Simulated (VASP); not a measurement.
# LiCl (I4/mmm) in VASP: notebook

LiCl is run at these levels: PBE; tasks: single point.

Program: VASP 6.6.1. These are calculated values, not measurements. Logs are shortened: lines on timing, memory, paths and dates and some standing lists are left out, and cuts for length are marked.

### 1 The cell of the first run

Symmetry: I4/mmm, No. 139, tetragonal system. The conventional cell has a = 3.337 Å, b = 3.337 Å, c = 4.924 Å, α = 90.00°, β = 90.00°, γ = 90.00°. Within 3.1 Å of Li (site symmetry 4/mmm) lie 6 Cl at 2.36 to 2.46 Å. Within 3.1 Å of Cl (site symmetry 4/mmm) lie 6 Li at 2.36 to 2.46 Å.

### 2 Single point, PBE (strain -0.080 along x and y, -0.040 along z)

File INCAR:

```
SYSTEM = LiCl
PREC = Accurate ; ENCUT = 520
EDIFF = 1E-6 ; ISMEAR = 0
SIGMA = 0.05 ; LREAL = .FALSE.
LASPH = .TRUE. ; NELM = 80
ALGO = Normal ; ISIF = 2
LWAVE = .FALSE. ; LCHARG = .FALSE.
GGA = PE ; NBANDS = 12
```

File KPOINTS:

```
regular mesh
0
G
  8 8 8
  0 0 0
```

File POSCAR:

```
LiCl
1.0
    0.0000000000      2.3595792000      2.4621696000
    2.3595792000      0.0000000000      2.4621696000
    2.3595792000      2.3595792000      0.0000000000
Li Cl
1 1
Direct
    0.0000000000      0.0000000000      0.0000000000
    0.5000000000      0.5000000000      0.5000000000
```

Potentials or basis: VASP PAW PBE potentials, release 64 (Li_sv, Cl).

Run with:

```bash
$ cat potpaw_PBE.64/Li_sv/POTCAR potpaw_PBE.64/Cl/POTCAR > POTCAR
$ mpirun -np 1 vasp_std > vasp.out
```

OUTCAR:

```text
SYSTEM = LiCl
   PREC = Accurate
   ENCUT = 520
   EDIFF = 1E-6
   ISMEAR = 0
   LREAL = .FALSE.
   LASPH = .TRUE.
   NELM = 80
   ISIF = 2
   GGA = PE

 ion  position               nearest neighbor table
   1  0.000  0.000  0.000-   2 2.36   2 2.36   2 2.36   2 2.36   2 2.46   2 2.46
   2  0.500  0.500  0.500-   1 2.36   1 2.36   1 2.36   1 2.36   1 2.46   1 2.46

  LATTYP: Found a body centered tetragonal cell.
 ALAT       =     3.3369489061
 C/A-ratio  =     1.4757011086

  Lattice vectors:

 A1 = (  -2.3595792000,   0.0000000000,   2.4621696000)
 A2 = (   2.3595792000,   0.0000000000,   2.4621696000)
 A3 = (   0.0000000000,   2.3595792000,  -2.4621696000)

Analysis of symmetry for initial positions (statically):
=====================================================================
 Subroutine PRICEL returns:
 Original cell was already a primitive cell.

 Routine SETGRP: Setting up the symmetry group for a
 body centered tetragonal supercell.

 Subroutine GETGRP returns: Found 16 space group operations
 (whereof 16 operations were pure point group operations)
 out of a pool of 16 trial point group operations.

The static configuration has the point symmetry D_4h.

Analysis of symmetry for dynamics (positions and initial velocities):
=====================================================================
 Subroutine PRICEL returns:
 Original cell was already a primitive cell.

 Routine SETGRP: Setting up the symmetry group for a
 body centered tetragonal supercell.

 Subroutine GETGRP returns: Found 16 space group operations
 (whereof 16 operations were pure point group operations)
 out of a pool of 16 trial point group operations.

The dynamic configuration has the point symmetry D_4h.

 Subroutine INISYM returns: Found 16 space group operations
 (whereof 16 operations are pure point group operations),
 and found     1 'primitive' translations

----------------------------------------------------------------------------------------

                                     Primitive cell

  volume of cell :      27.4168

  direct lattice vectors                    reciprocal lattice vectors
     0.000000000  2.359579200  2.462169600    -0.211902190  0.211902190  0.203072932
     2.359579200  0.000000000  2.462169600     0.211902190 -0.211902190  0.203072932
     2.359579200  2.359579200  0.000000000     0.211902190  0.211902190 -0.203072932

  length of vectors
     3.410262914  3.410262914  3.336948906     0.361999575  0.361999575  0.361999575

  position of ions in fractional coordinates (direct lattice)
     0.000000000  0.000000000  0.000000000
     0.500000000  0.500000000  0.500000000

  ion indices of the primitive-cell ions
   primitive index   ion index
                 1           1
                 2           2

----------------------------------------------------------------------------------------

 KPOINTS: regular mesh

Automatic generation of k-mesh.
 Grid dimensions read from file:
 generate k-points for:    8    8    8

 Generating k-lattice:

  Cartesian coordinates                     Fractional coordinates (reciprocal lattice)
    -0.026487774  0.026487774  0.025384117     0.125000000  0.000000000  0.000000000
     0.026487774 -0.026487774  0.025384117     0.000000000  0.125000000  0.000000000
     0.026487774  0.026487774 -0.025384117    -0.000000000 -0.000000000  0.125000000

  Length of vectors
     0.045249947  0.045249947  0.045249947

  Shift w.r.t. Gamma in fractional coordinates (k-lattice)
     0.000000000  0.000000000  0.000000000

 Subroutine IBZKPT returns following result:
 ===========================================

 Found     59 irreducible k-points:

 Following reciprocal coordinates:
            Coordinates               Weight
  0.000000  0.000000  0.000000      1.000000
  0.125000  0.000000  0.000000      8.000000
  0.250000  0.000000  0.000000      8.000000
  0.375000 -0.000000  0.000000      8.000000
  0.500000  0.000000  0.000000      4.000000
  0.125000  0.125000  0.000000      2.000000
[... 16 lines left out ...]
  0.250000  0.000000  0.125000     16.000000
  0.375000 -0.000000  0.125000     16.000000
 [... further k-points ...]
   k-points           NKPTS =     59   k-points in BZ     NKDIM =     59   number of bands    NBANDS=     12
   number of dos      NEDOS =    301   number of ions     NIONS =      2
   total plane-waves  NPLWV =  21952
   dimension x,y,z NGX =    28 NGY =   28 NGZ =   28
   dimension x,y,z NGXF=    56 NGYF=   56 NGZF=   56
   ions per type =               1   1
   NGX,Y,Z   is equivalent  to a cutoff of  13.65, 13.65, 13.95 a.u.
   NGXF,Y,Z  is equivalent  to a cutoff of  27.30, 27.30, 27.90 a.u.
 SYSTEM =  LiCl
   PREC   = accura    normal or accurate (medium, high low for compatibility)
   ISTART =      0    job   : 0-new  1-cont  2-samecut
   ICHARG =      2    charge: 1-file 2-atom 10-const
   ISPIN  =      1    spin polarized calculation?
   LNONCOLLINEAR =      F non collinear calculations
   LSORBIT =      F    spin-orbit coupling
   LASPH  =      T    aspherical Exc in radial PAW
   ENCUT  =  520.0 eV  38.22 Ry    6.18 a.u.   6.34  6.34  6.20*2*pi/ulx,y,z
   NELM   =     80;   NELMIN=  2; NELMDL= -5     # of ELM steps
   EDIFF  = 0.1E-05   stopping-criterion for ELM
   LREAL  =      F    real-space projection
   EDIFFG = 0.1E-04   stopping-criterion for IOM
   NSW    =      0    number of steps for IOM
   IBRION =     -1    ionic relax: 0-MD 1-quasi-New 2-CG
   NFREE  =      0    steps in history (QN), initial steepest desc. (CG)
   ISIF   =      2    stress and relaxation
   ISYM   =      2    0-nonsym 1-usesym 2-fastsym
   POTIM  = 0.5000    time-step for ionic-motion
   TEBEG  =    0.0;   TEEND  =   0.0 temperature during run
   PSTRESS=    0.0 pullay stress
   NELECT =      10.0000    total number of electrons
   NUPDOWN=      -1.0000    fix difference up-down
   EMIN   =  10.00;   EMAX   =-10.00  energy-range for DOS
   EFERMI =   0.00;   METHOD = LEGACY
   ISMEAR =     0;   SIGMA  =   0.05  broadening in eV -4-tet -1-fermi 0-gaus
   EFERMI_NEDOS =   21; number of points for ismear=-14 and -15
   IALGO  =     38    algorithm
   IMIX   =      4    mixing-type and parameters
     AMIX     =   0.40;   BMIX     =  1.00
     AMIX_MAG =   1.60;   BMIX_MAG =  1.00
  volume/ion in A,a.u.               =      13.71        92.51
  Fermi-wavevector in a.u.,A,eV,Ry     =   1.169686  2.210385 18.615006  1.368164
  Thomas-Fermi vector in A             =   2.306155
   LORBIT       =      0    0 simple, 1 ext, 2 COOP (PROOUT), +10 PAW based schemes
   GGA     = PE    functional components
   LHFCALC =     F    Hartree Fock is set to
   AEXX    =    0.0000 exact exchange contribution
   IVDW    =     0    specifies the selected vdW correction
   LEPSILON=     F    determine dielectric tensor
   LRPA    =     F    only Hartree local field effects (RPA)
 non-spin polarized calculation
 Gauss-broadening in eV      SIGMA  =   0.05
  energy-cutoff  :      520.00
  volume of cell :       27.42
 maximum number of plane-waves:       753
 NGX is ok and might be reduce to    28
   NGX = 13   NGY = 13   NGZ = 13

 number of electron      10.0000002 magnetization

 Free energy of the ion-electron system (eV)
  ---------------------------------------------------
  ext. energy  EPLUGINS =         0.00000000
  ---------------------------------------------------
  free energy    TOTEN  =        -7.18303354 eV

  energy without entropy =       -7.18303354  energy(sigma->0) =       -7.18303354

 E-fermi :   2.7160     XC(G=0):  -9.6558

 val. band max:        2.4324862156   @ k =   0.0000   0.0000   0.0000
 cond. band min:       9.2828271378   @ k =   0.5000   0.0000   0.0000
 fundamental gap:      6.8503409222
 Fermi energy:         2.7159725756

 k-point     1 :       0.0000    0.0000    0.0000
  band No.  band energies     occupation
      1     -40.9203      2.00000
      2     -11.9093      2.00000
      3       2.3101      2.00000
      4       2.3101      2.00000
      5       2.4325      2.00000
      6      10.0838      0.00000
      7      14.1216      0.00000
      8      14.5524      0.00000
      9      14.5524      0.00000
     10      17.1341      0.00000
     11      17.4536      0.00000
     12      17.8965      0.00000

 k-point     2 :       0.1250    0.0000    0.0000
  band No.  band energies     occupation
      1     -40.9191      2.00000
      2     -11.7962      2.00000
      3       1.6568      2.00000
      4       2.2707      2.00000
      5       2.3179      2.00000
      6      10.5042      0.00000
      7      13.7379      0.00000
      8      14.2048      0.00000
      9      14.6545      0.00000
     10      15.7769      0.00000
     11      16.1248      0.00000
     12      18.5759      0.00000

 k-point     3 :       0.2500    0.0000    0.0000
  band No.  band energies     occupation
      1     -40.9163      2.00000
      2     -11.5014      2.00000
      3       0.2678      2.00000
      4       2.1352      2.00000
      5       2.1836      2.00000
      6      10.3004      0.00000
      7      13.0077      0.00000
      8      13.5132      0.00000
      9      14.4064      0.00000
     10      16.8006      0.00000
     11      16.8027      0.00000
     12      19.3300      0.00000
[... 286 lines left out ...]
 k-point    23 :       0.2500    0.0000    0.1250
  band No.  band energies     occupation
      1     -40.9163      2.00000
      2     -11.5105      2.00000
      3       0.6513      2.00000
      4       1.8260      2.00000
      5       1.9892      2.00000
      6      11.2409      0.00000
      7      12.7861      0.00000
      8      13.1341      0.00000
      9      14.2903      0.00000
     10      15.7091      0.00000
     11      17.8728      0.00000
     12      19.8924      0.00000

 k-point    24 :       0.3750   -0.0000    0.1250
  band No.  band energies     occupation
      1     -40.9135      2.00000
      2     -11.1770      2.00000
      3      -0.5772      2.00000
      4       1.7035      2.00000
      5       1.7289      2.00000
      6      10.4943      0.00000
      7      12.1262      0.00000
      8      13.2206      0.00000
      9      14.4235      0.00000
     10      17.7265      0.00000
     11      19.6144      0.00000
     12      20.8682      0.00000

 [... further k-points ...]

------------------------ aborting loop because EDIFF is reached ----------------------------------------

  FORCE on cell =-STRESS in cart. coord.  units (eV):
  Direction    XX          YY          ZZ          XY          YZ          ZX
  --------------------------------------------------------------------------------------
  -------------------------------------------------------------------------------------
  Total        2.1636947      2.1636947      1.4506748      0.0000000      0.0000000      0.0000000
  in kB      126.4414545    126.4414545     84.7741774      0.0000000      0.0000000      0.0000000
  external PRESSURE =     112.5523621 kB  Pullay stress =       0.0000000 kB

 VOLUME and BASIS-vectors are now :
 -----------------------------------------------------------------------------
  energy-cutoff  :      520.00
  volume of cell :       27.42
      direct lattice vectors                 reciprocal lattice vectors
     0.000000000  2.359579200  2.462169600    -0.211902190  0.211902190  0.203072932
     2.359579200  0.000000000  2.462169600     0.211902190 -0.211902190  0.203072932
     2.359579200  2.359579200  0.000000000     0.211902190  0.211902190 -0.203072932

 POSITION                                       TOTAL-FORCE (eV/Angst)
 -----------------------------------------------------------------------------------
      0.00000      0.00000      0.00000        -0.000000     -0.000000      0.000000
      2.35958      2.35958      2.46217         0.000000      0.000000     -0.000000
 -----------------------------------------------------------------------------------
    total drift:                                0.000000      0.000000      0.000000

  FREE ENERGIE OF THE ION-ELECTRON SYSTEM (eV)
  ---------------------------------------------------
  free  energy   TOTEN  =        -7.1830335426 eV

  energy  without entropy=       -7.1830335426  energy(sigma->0) =       -7.18303354
```

Run time: 18 s. Hardware: 1 thread of Intel Xeon Platinum 8375C at 2.90GHz (Ice Lake), shared host; peak memory 0.15 GiB.

Results:

```
Free energy            : -7.1830 eV
Band gap on the k mesh : 6.85 eV (least direct gap 7.21 eV)
```

Caveat: the cell differs from its parent crystal (strain -0.080 along x and y, -0.040 along z); the cutoff is under 1.25 times the usual one of these potentials, so pressure, stress and relaxed cells hold a basis-set (Pulay) error.

### 3 Single point, PBE (strain -0.040 along x and y, +0.000 along z)

File INCAR:

```
PREC = Accurate ; ENCUT = 520
EDIFF = 1E-6 ; ISMEAR = 0
SIGMA = 0.05 ; LREAL = False
LASPH = True ; NELM = 60
ALGO = Normal ; ISIF = 2
LWAVE = False ; LCHARG = False
GGA = PE ; NBANDS = 12
```

File KPOINTS:

```
Automatic mesh
0
Gamma
  8 8 8
```

File POSCAR:

```
LiCl
1.0
    0.0000000000      2.4621696000      2.5647600000
    2.4621696000      0.0000000000      2.5647600000
    2.4621696000      2.4621696000      0.0000000000
Li Cl
1 1
Direct
    0.0000000000      0.0000000000      0.0000000000
    0.5000000000      0.5000000000      0.5000000000
```

Potentials or basis: VASP PAW PBE potentials, release 64 (Li_sv, Cl).

Run with:

```bash
$ cat potpaw_PBE.64/Li_sv/POTCAR potpaw_PBE.64/Cl/POTCAR > POTCAR
$ mpirun -np 1 vasp_std > vasp.out
```

It took 26 s on 1 thread of Intel Xeon Platinum 8375C at 2.90GHz (Ice Lake), shared host; peak memory 0.16 GiB.

Results (log left out):

```yaml
Free_energy: -7.3489 eV
Band_gap_on_the_k_mesh: 6.76 eV (least direct gap 6.77 eV)
```

Levels at points of the mesh, in eV from the valence-band top:
```csv
k point,band 2,band 3,band 4,band 5,band 6,band 7,band 8,band 9
"(0.00, 0.00, 0.00)",-13.77,-0.11,-0.11,0.00,6.77,11.69,12.07,12.07
"(0.50, 0.00, 0.00)",-13.09,-3.22,-0.42,-0.30,6.76,9.31,9.64,13.77
"(0.50, 0.50, 0.00)",-12.84,-3.36,-1.23,-1.23,8.09,8.22,12.70,14.92
"(0.50, 0.00, 0.50)",-12.75,-3.35,-1.53,-1.23,7.98,8.04,13.30,14.15
```

Caveat: the cell differs from its parent crystal (strain -0.040 along x and y, +0.000 along z); the cutoff is under 1.25 times the usual one of these potentials, so pressure, stress and relaxed cells hold a basis-set (Pulay) error. A k mesh can miss the band edges.
